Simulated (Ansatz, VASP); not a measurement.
Given: the input of a run of VASP 6.6.1 on BiSbSe.

Contents of INCAR:

```
PREC = Accurate ; ENCUT = 520
EDIFF = 1E-6 ; ISMEAR = -1
SIGMA = 0.05 ; LREAL = False
LASPH = True ; NELM = 60
ALGO = Normal ; ISIF = 2
LWAVE = False ; LCHARG = False
GGA = PE ; NBANDS = 20
```

Contents of KPOINTS:

```
Automatic mesh
0
Gamma
  7 7 6
```

File POSCAR:

```
BiSbSe
1.0
    4.8485145556      0.0000000000      0.0000000000
   -2.4242572828      4.1989367738      0.0000000000
    0.0000000000      0.0000000000      4.7335459614
Sb Bi Se
1 1 1
Direct
    0.6666666700      0.3333333300      0.5000000000
    0.0000000000      0.0000000000      0.0000000000
    0.3333333300      0.6666666700      0.5000000000
```

Potentials or basis: VASP PAW PBE potentials, release 64 (Sb, Bi_d, Se).

Launch:

```sh
$ cat potpaw_PBE.64/Sb/POTCAR potpaw_PBE.64/Bi_d/POTCAR potpaw_PBE.64/Se/POTCAR > POTCAR
$ mpirun -np 1 vasp_std > vasp.out
```

Set up the same calculation for Ansatz 0.2.0. Potentials there: all-electron LAPW, scalar-relativistic.

As run (the cutoff follows the program's own potentials):

File input.yaml:

```yaml
crystal:
  lattice:
    - [4.8485145556, 0.0, 0.0]
    - [-2.4242572828, 4.1989367738, 0.0]
    - [0.0, 0.0, 4.7335459614]
  atoms:
    - { symbol: Sb, position: [0.66666667, 0.33333333, 0.5] }
    - { symbol: Bi, position: [0.0, 0.0, 0.0] }
    - { symbol: Se, position: [0.33333333, 0.66666667, 0.5] }
kpoints:
  mp_grid: { grid: [7, 7, 6] }
scf:
  occupations: { method: fermi_dirac, width: 0.05 }
hamiltonian:
  xc: pbe
  pseudopotentials: { kind: all_electron, lapw: { basis_error: 0.001 } }
output:
  forces: true
  stress: true
  eigenvalues: true
```

Potentials or basis: all-electron LAPW, scalar-relativistic.

Launch:

```bash
$ ansatz run input.yaml --threads 2 --pin off --max-ram 6144MiB --backend cpu --events-out ev --progress --plain --runs-dir out
```

Both were run:

|  | VASP | Ansatz | Ansatz less VASP |
| --- | --- | --- | --- |
| gap on the k mesh at the Fermi level (eV) | none | none | - |
| pressure (GPa) | -2.0 | -1.9 | +0.07 |
| traceless stress, the component that is largest in VASP (GPa) | -3.96 | -3.98 | -0.018 |

A gap of «none» marks a metal or a gap that the smearing closes. Ansatz ran all-electron here, and VASP with PAW potentials.

Neither program's run includes spin-orbit coupling.
